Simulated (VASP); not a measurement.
# Y3N (Fm-3m) in VASP: further runs, part 2 of 3

VASP 6.6.1. Earlier steps stand in the parts before.

**4. Relaxation of cell and atoms, PBE**

INCAR reads:

```
SYSTEM = Y3N
PREC     = Accurate       ! precision mode
ENCUT    = 600            ! plane-wave cutoff, eV
EDIFF    = 1E-6           ! SCF threshold, eV
ISMEAR   = 0              ! smearing method
SIGMA    = 0.1            ! smearing width, eV
LREAL    = .False.        ! projectors in reciprocal space
LASPH    = .True.         ! aspherical terms in the spheres
NELM     = 80             ! most SCF steps
ALGO     = Normal         ! electronic algorithm
ISIF     = 3              ! what is computed and relaxed
LWAVE    = .False.        ! write WAVECAR
LCHARG   = .False.        ! write CHGCAR
GGA      = PE             ! functional
IBRION   = 2              ! ionic algorithm
NSW      = 90             ! ionic steps
EDIFFG   = -0.04          ! ionic threshold
```

KPOINTS reads:

```
Automatic mesh
0
Gamma
  6 6 6
  0 0 0
```

POSCAR reads:

```
Y3N
1.0
    0.0000000000      3.2225516500      3.2225516500
    3.2225516500      0.0000000000      3.2225516500
    3.2225516500      3.2225516500      0.0000000000
Y N
3 1
Direct
    0.2500000000      0.2500000000      0.2500000000
    0.7500000000      0.7500000000      0.7500000000
    0.5000000000      0.5000000000      0.5000000000
    0.0000000000      0.0000000000      0.0000000000
```

Potentials or basis: VASP PAW PBE potentials, release 64 (Y_sv, N).

Command:

```bash
$ cat potpaw_PBE.64/Y_sv/POTCAR potpaw_PBE.64/N/POTCAR > POTCAR
$ mpirun -np 1 vasp_std > vasp.out
```

OUTCAR:

```text
SYSTEM = Y3N
   PREC = Accurate
   ENCUT = 600
   EDIFF = 1E-6
   ISMEAR = 0
   LREAL = .False.
   LASPH = .True.
   NELM = 80
   ISIF = 3
   GGA = PE
   IBRION = 2
   NSW = 90
   EDIFFG = -0.04

 ion  position               nearest neighbor table
   1  0.250  0.250  0.250-   4 2.79   4 2.79   4 2.79   3 2.79   4 2.79   3 2.79   3 2.79   3 2.79
                             2 3.22   2 3.22   2 3.22   2 3.22   2 3.22   2 3.22
   2  0.750  0.750  0.750-   3 2.79   3 2.79   3 2.79   3 2.79   4 2.79   4 2.79   4 2.79   4 2.79
                             1 3.22   1 3.22   1 3.22   1 3.22   1 3.22   1 3.22
   3  0.500  0.500  0.500-   1 2.79   1 2.79   1 2.79   1 2.79   2 2.79   2 2.79   2 2.79   2 2.79

   4  0.000  0.000  0.000-   2 2.79   2 2.79   2 2.79   1 2.79   2 2.79   1 2.79   1 2.79   1 2.79

  LATTYP: Found a face centered cubic cell.
 ALAT       =     6.4451033000

  Lattice vectors:

 A1 = (   0.0000000000,   3.2225516500,   3.2225516500)
 A2 = (   3.2225516500,   0.0000000000,   3.2225516500)
 A3 = (   3.2225516500,   3.2225516500,   0.0000000000)

Analysis of symmetry for initial positions (statically):
=====================================================================
 Subroutine PRICEL returns:
 Original cell was already a primitive cell.

 Routine SETGRP: Setting up the symmetry group for a
 face centered cubic supercell.

 Subroutine GETGRP returns: Found 48 space group operations
 (whereof 48 operations were pure point group operations)
 out of a pool of 48 trial point group operations.

The static configuration has the point symmetry O_h .

Analysis of symmetry for dynamics (positions and initial velocities):
=====================================================================
 Subroutine PRICEL returns:
 Original cell was already a primitive cell.

 Routine SETGRP: Setting up the symmetry group for a
 face centered cubic supercell.

 Subroutine GETGRP returns: Found 48 space group operations
 (whereof 48 operations were pure point group operations)
 out of a pool of 48 trial point group operations.

The dynamic configuration has the point symmetry O_h .

 Subroutine INISYM returns: Found 48 space group operations
 (whereof 48 operations are pure point group operations),
 and found     1 'primitive' translations

----------------------------------------------------------------------------------------

                                     Primitive cell

  volume of cell :      66.9314

  direct lattice vectors                    reciprocal lattice vectors
     0.000000000  3.222551650  3.222551650    -0.155156551  0.155156551  0.155156551
     3.222551650  0.000000000  3.222551650     0.155156551 -0.155156551  0.155156551
     3.222551650  3.222551650  0.000000000     0.155156551  0.155156551 -0.155156551

  length of vectors
     4.557376249  4.557376249  4.557376249     0.268739030  0.268739030  0.268739030

  position of ions in fractional coordinates (direct lattice)
     0.250000000  0.250000000  0.250000000
     0.750000000  0.750000000  0.750000000
     0.500000000  0.500000000  0.500000000
     0.000000000  0.000000000  0.000000000

  ion indices of the primitive-cell ions
   primitive index   ion index
                 1           1
                 2           2
                 3           3
                 4           4

----------------------------------------------------------------------------------------

 KPOINTS: Automatic mesh

Automatic generation of k-mesh.
 Grid dimensions read from file:
 generate k-points for:    6    6    6

 Generating k-lattice:

  Cartesian coordinates                     Fractional coordinates (reciprocal lattice)
    -0.025859425  0.025859425  0.025859425     0.166666667  0.000000000  0.000000000
     0.025859425 -0.025859425  0.025859425     0.000000000  0.166666667  0.000000000
     0.025859425  0.025859425 -0.025859425     0.000000000  0.000000000  0.166666667

  Length of vectors
     0.044789838  0.044789838  0.044789838

  Shift w.r.t. Gamma in fractional coordinates (k-lattice)
     0.000000000  0.000000000  0.000000000

 Subroutine IBZKPT returns following result:
 ===========================================

 Found     16 irreducible k-points:

 Following reciprocal coordinates:
            Coordinates               Weight
  0.000000  0.000000  0.000000      1.000000
  0.166667  0.000000  0.000000      8.000000
  0.333333  0.000000  0.000000      8.000000
  0.500000  0.000000  0.000000      4.000000
  0.166667  0.166667  0.000000      6.000000
  0.333333  0.166667  0.000000     24.000000
[... 8 lines left out ...]
 -0.333333  0.333333  0.166667     24.000000
 -0.333333  0.500000  0.166667     12.000000
   k-points           NKPTS =     16   k-points in BZ     NKDIM =     16   number of bands    NBANDS=     23
   number of dos      NEDOS =    301   number of ions     NIONS =      4
   total plane-waves  NPLWV =  46656
   dimension x,y,z NGX =    36 NGY =   36 NGZ =   36
   dimension x,y,z NGXF=    72 NGYF=   72 NGZF=   72
   ions per type =               3   1
   NGX,Y,Z   is equivalent  to a cutoff of  13.13, 13.13, 13.13 a.u.
   NGXF,Y,Z  is equivalent  to a cutoff of  26.26, 26.26, 26.26 a.u.
 SYSTEM =  Y3N
   PREC   = accura    normal or accurate (medium, high low for compatibility)
   ISTART =      0    job   : 0-new  1-cont  2-samecut
   ICHARG =      2    charge: 1-file 2-atom 10-const
   ISPIN  =      1    spin polarized calculation?
   LNONCOLLINEAR =      F non collinear calculations
   LSORBIT =      F    spin-orbit coupling
   LASPH  =      T    aspherical Exc in radial PAW
   ENCUT  =  600.0 eV  44.10 Ry    6.64 a.u.   9.10  9.10  9.10*2*pi/ulx,y,z
   NELM   =     80;   NELMIN=  2; NELMDL= -5     # of ELM steps
   EDIFF  = 0.1E-05   stopping-criterion for ELM
   LREAL  =      F    real-space projection
   EDIFFG = -.4E-01   stopping-criterion for IOM
   NSW    =     90    number of steps for IOM
   IBRION =      2    ionic relax: 0-MD 1-quasi-New 2-CG
   NFREE  =      1    steps in history (QN), initial steepest desc. (CG)
   ISIF   =      3    stress and relaxation
   ISYM   =      2    0-nonsym 1-usesym 2-fastsym
   POTIM  = 0.5000    time-step for ionic-motion
   TEBEG  =    0.0;   TEEND  =   0.0 temperature during run
   PSTRESS=    0.0 pullay stress
   NELECT =      38.0000    total number of electrons
   NUPDOWN=      -1.0000    fix difference up-down
   EMIN   =  10.00;   EMAX   =-10.00  energy-range for DOS
   EFERMI =   0.00;   METHOD = LEGACY
   ISMEAR =     0;   SIGMA  =   0.10  broadening in eV -4-tet -1-fermi 0-gaus
   EFERMI_NEDOS =   21; number of points for ismear=-14 and -15
   IALGO  =     38    algorithm
   IMIX   =      4    mixing-type and parameters
     AMIX     =   0.40;   BMIX     =  1.00
     AMIX_MAG =   1.60;   BMIX_MAG =  1.00
  volume/ion in A,a.u.               =      16.73       112.92
  Fermi-wavevector in a.u.,A,eV,Ry     =   1.355583  2.561681 25.002141  1.837606
  Thomas-Fermi vector in A             =   2.482658
   LORBIT       =      0    0 simple, 1 ext, 2 COOP (PROOUT), +10 PAW based schemes
   GGA     = PE    functional components
   LHFCALC =     F    Hartree Fock is set to
   AEXX    =    0.0000 exact exchange contribution
   IVDW    =     0    specifies the selected vdW correction
   LEPSILON=     F    determine dielectric tensor
   LRPA    =     F    only Hartree local field effects (RPA)
 conjugate gradient relaxation of ions
 non-spin polarized calculation
 Gauss-broadening in eV      SIGMA  =   0.10
  energy-cutoff  :      600.00
  volume of cell :       66.93
 maximum number of plane-waves:      2252
   NGX = 19   NGY = 19   NGZ = 19

--------------------------------------- Ionic step        1  -------------------------------------------

 number of electron      37.9999998 magnetization

 Free energy of the ion-electron system (eV)
  ---------------------------------------------------
  ext. energy  EPLUGINS =         0.00000000
  ---------------------------------------------------
  free energy    TOTEN  =       -22.02888152 eV

  energy without entropy =      -22.00524473  energy(sigma->0) =      -22.01706312

------------------------ aborting loop because EDIFF is reached ----------------------------------------

  FORCE on cell =-STRESS in cart. coord.  units (eV):
  Direction    XX          YY          ZZ          XY          YZ          ZX
  --------------------------------------------------------------------------------------
  -------------------------------------------------------------------------------------
  Total        9.3360885      9.3360885      9.3360885     -0.0000000     -0.0000000      0.0000000
  in kB      223.4837167    223.4837167    223.4837167     -0.0000000     -0.0000000      0.0000000
  external PRESSURE =     223.4837167 kB  Pullay stress =       0.0000000 kB
[... 61 lines left out ...]
  energy  without entropy=      -23.4999677165  energy(sigma->0) =      -23.51477391

--------------------------------------- Ionic step        3  -------------------------------------------

 number of electron      38.0000005 magnetization

 Free energy of the ion-electron system (eV)
  ---------------------------------------------------
  ext. energy  EPLUGINS =         0.00000000
  ---------------------------------------------------
  free energy    TOTEN  =       -23.53135747 eV

  energy without entropy =      -23.50080320  energy(sigma->0) =      -23.51608033

 E-fermi :   3.7195     XC(G=0): -10.1214

 val. band max:        3.7048616442   @ k =  -0.1667   0.1667   0.0000
 cond. band min:       3.7624821722   @ k =   0.5000   0.0000   0.0000
 fundamental gap:      0.0576205280
 Fermi energy:         3.7195448720

 k-point     1 :       0.0000    0.0000    0.0000
  band No.  band energies     occupation
      1     -38.9600      2.00000
      2     -38.7517      2.00000
      3     -38.6456      2.00000
      4     -19.1817      2.00000
      5     -19.1817      2.00000
      6     -19.1817      2.00000
[... 436 lines left out ...]
  FREE ENERGIE OF THE ION-ELECTRON SYSTEM (eV)
  ---------------------------------------------------
  free  energy   TOTEN  =       -23.5313574660 eV

  energy  without entropy=      -23.5008031998  energy(sigma->0) =      -23.51608033

 reached required accuracy - stopping structural energy minimisation
```

Wall time 2.5 min (1 thread of Intel Xeon 8259CL, shared host); peak memory 0.23 GiB.

What came out:

```
Free energy                           : -23.5314 eV
Relaxed volume                        : 23.37 Å³/atom
Relaxed cell                          : a = 5.094 Å, b = 5.094 Å, c = 5.094 Å, α = 60.00°, β = 60.00°, γ = 60.00°
Space group after relaxing (to 0.1 Å) : Fm-3m (No. 225)
Energy gained by relaxing             : 375.6 meV/atom
Ionic steps                           : 3
Pressure after relaxing               : -0.1 GPa
Band gap on the k mesh                : zero (bands 19 and 20 overlap by 0.45 eV)
```

The path:
```
step  energy change (eV)  largest force (eV/Å)  pressure (GPa)  volume (Å³)
   1              0.0000                0.0000           22.35        66.93
   2             -1.5007                0.0000            0.54        92.18
   3             -1.5025                0.0000           -0.09        93.49
```

Final structure:
```
Y N
1.0
     0.00000    3.60229    3.60229
     3.60229    0.00000    3.60229
     3.60229    3.60229    0.00000
Y N
3 1
Direct
  0.25000 0.25000 0.25000
  0.75000 0.75000 0.75000
  0.50000 0.50000 0.50000
  0.00000 0.00000 0.00000
```

Caveat: the volume moved by over 15 % at a fixed basis, so the end points are rough.

**5. Single point, PBE**

This run uses another cell than the first one, of 23.46 Å³/atom.

INCAR reads:

```
  ALGO = Normal
  EDIFF = 1E-7
  ENCUT = 520
  GGA = PE
  ISIF = 2
  ISMEAR = 0
  LASPH = True
  LCHARG = False
  LREAL = False
  LWAVE = False
  NBANDS = 27
  NELM = 60
  PREC = Accurate
  SIGMA = 0.1
```

KPOINTS reads:

```
k-points
0
Gamma
  12 12 12
```

POSCAR reads:

```
Y3N
1.0
    0.0000000000      3.6067064110      3.6067064110
    3.6067064110      0.0000000000      3.6067064110
    3.6067064110      3.6067064110      0.0000000000
Y N
3 1
Direct
    0.2500000000      0.2500000000      0.2500000000
    0.7500000000      0.7500000000      0.7500000000
    0.5000000000      0.5000000000      0.5000000000
    0.0000000000      0.0000000000      0.0000000000
```

Potentials or basis: VASP PAW PBE potentials, release 64 (Y_sv, N).

Command:

```bash
$ cat potpaw_PBE.64/Y_sv/POTCAR potpaw_PBE.64/N/POTCAR > POTCAR
$ mpirun -np 1 vasp_std > vasp.out
```

OUTCAR:

```text
EDIFF = 1E-7
   ENCUT = 520
   GGA = PE
   ISIF = 2
   ISMEAR = 0
   LASPH = True
   LREAL = False
   NELM = 60
   PREC = Accurate

 ion  position               nearest neighbor table
   1  0.250  0.250  0.250-   3 3.12   3 3.12   3 3.12   3 3.12   2 3.61   2 3.61   2 3.61   2 3.61
                             2 3.61   2 3.61
   2  0.750  0.750  0.750-   3 3.12   3 3.12   3 3.12   3 3.12   1 3.61   1 3.61   1 3.61   1 3.61
                             1 3.61   1 3.61
   3  0.500  0.500  0.500-   1 3.12   1 3.12   1 3.12   1 3.12   2 3.12   2 3.12   2 3.12   2 3.12

   4  0.000  0.000  0.000-

  LATTYP: Found a face centered cubic cell.
 ALAT       =     7.2134128220

  Lattice vectors:

 A1 = (   0.0000000000,   3.6067064110,   3.6067064110)
 A2 = (   3.6067064110,   0.0000000000,   3.6067064110)
 A3 = (   3.6067064110,   3.6067064110,   0.0000000000)

Analysis of symmetry for initial positions (statically):
=====================================================================
 Subroutine PRICEL returns:
[... 173 lines left out ...]

  energy without entropy =      -23.49871430  energy(sigma->0) =      -23.51577481

 E-fermi :   3.6903     XC(G=0): -10.1063

 val. band max:        3.6885473101   @ k =  -0.4167   0.4167   0.0833
 cond. band min:       3.6934654310   @ k =   0.5000   0.0833   0.0000
 fundamental gap:      0.0049181210
 Fermi energy:         3.6903248222

 k-point     1 :       0.0000    0.0000    0.0000
  band No.  band energies     occupation
      1     -38.9899      2.00000
      2     -38.7961      2.00000
      3     -38.6770      2.00000
      4     -19.2046      2.00000
      5     -19.2046      2.00000
      6     -19.2046      2.00000
[... 709 lines left out ...]
     26       5.8260      0.00000
     27       6.3508      0.00000

 [... further k-points ...]

------------------------ aborting loop because EDIFF is reached ----------------------------------------

  FORCE on cell =-STRESS in cart. coord.  units (eV):
  Direction    XX          YY          ZZ          XY          YZ          ZX
  --------------------------------------------------------------------------------------
  -------------------------------------------------------------------------------------
  Total       -0.0528587     -0.0528587     -0.0528587      0.0000000      0.0000000      0.0000000
  in kB       -0.9025368     -0.9025368     -0.9025368      0.0000000      0.0000000      0.0000000
  external PRESSURE =      -0.9025368 kB  Pullay stress =       0.0000000 kB

 VOLUME and BASIS-vectors are now :
 -----------------------------------------------------------------------------
  energy-cutoff  :      520.00
  volume of cell :       93.83
      direct lattice vectors                 reciprocal lattice vectors
     0.000000000  3.606706411  3.606706411    -0.138630635  0.138630635  0.138630635
     3.606706411  0.000000000  3.606706411     0.138630635 -0.138630635  0.138630635
     3.606706411  3.606706411  0.000000000     0.138630635  0.138630635 -0.138630635

 POSITION                                       TOTAL-FORCE (eV/Angst)
 -----------------------------------------------------------------------------------
      1.80335      1.80335      1.80335        -0.000000     -0.000000     -0.000000
      5.41006      5.41006      5.41006         0.000000      0.000000      0.000000
      3.60671      3.60671      3.60671         0.000000      0.000000      0.000000
      0.00000      0.00000      0.00000        -0.000000      0.000000     -0.000000
 -----------------------------------------------------------------------------------
    total drift:                               -0.000000      0.000000      0.000000

  FREE ENERGIE OF THE ION-ELECTRON SYSTEM (eV)
  ---------------------------------------------------
  free  energy   TOTEN  =       -23.5328353341 eV

  energy  without entropy=      -23.4987142954  energy(sigma->0) =      -23.51577481
```

OSZICAR:

```text
N       E                     dE             d eps       ncg     rms          rms(c)
DAV:   1     0.185509657344E+03    0.18551E+03   -0.19183E+04  3888   0.137E+03
DAV:   2    -0.588506293704E+01   -0.19139E+03   -0.18619E+03  4463   0.319E+02
DAV:   3    -0.248865679343E+02   -0.19002E+02   -0.18439E+02  6760   0.596E+01
DAV:   4    -0.258817216228E+02   -0.99515E+00   -0.98363E+00  5097   0.137E+01
DAV:   5    -0.259065515309E+02   -0.24830E-01   -0.24782E-01  5502   0.221E+00    0.272E+01
DAV:   6    -0.261314329865E+02   -0.22488E+00   -0.27236E+01  5046   0.164E+01    0.295E+01
DAV:   7    -0.235503700017E+02    0.25811E+01   -0.89482E+00  5844   0.848E+00    0.188E+01
DAV:   8    -0.235793815140E+02   -0.29012E-01   -0.19774E+00  4284   0.692E+00    0.191E+00
DAV:   9    -0.235405658718E+02    0.38816E-01   -0.20869E-01  4967   0.236E+00    0.846E-01
DAV:  10    -0.235331151644E+02    0.74507E-02   -0.46284E-02  5309   0.119E+00    0.281E-01
DAV:  11    -0.235328352502E+02    0.27991E-03   -0.47763E-03  5259   0.500E-01    0.143E-01
DAV:  12    -0.235328524204E+02   -0.17170E-04   -0.72275E-04  5388   0.162E-01    0.715E-02
DAV:  13    -0.235328349624E+02    0.17458E-04   -0.94081E-05  5615   0.669E-02    0.194E-02
DAV:  14    -0.235328367510E+02   -0.17885E-05   -0.18782E-05  4581   0.239E-02    0.177E-02
DAV:  15    -0.235328355414E+02    0.12095E-05   -0.26460E-06  5451   0.841E-03    0.269E-03
DAV:  16    -0.235328353595E+02    0.18190E-06   -0.22857E-07  3785   0.339E-03    0.173E-03
DAV:  17    -0.235328353341E+02    0.25438E-07   -0.35458E-08  2466   0.136E-03
   1 F= -.23532835E+02 E0= -.23515775E+02  d E =-.341210E-01
```

stdout:

```text
POSCAR found type information on POSCAR Y N
 POSCAR found :  2 types and       4 ions
 scaLAPACK will be used
 LDA part: xc-table for (Slater+PW92), standard interpolation
 POSCAR, INCAR and KPOINTS ok, starting setup
 FFT: planning ... GRIDC
 FFT: planning ... GRID_SOFT
 FFT: planning ... GRID
 WAVECAR not read
 entering main loop
```

Run time: 5 min. Hardware: 1 thread of Intel Xeon 8259CL, shared host; peak memory 0.36 GiB.

Results:

```
Free energy            : -23.5328 eV
Pressure               : -0.1 GPa
Band gap on the k mesh : zero (bands 19 and 20 overlap by 0.45 eV)
```

(Continued in part 3 of 3.)

The gap in the log of VASP goes by the Fermi energy; the results here count the filled bands.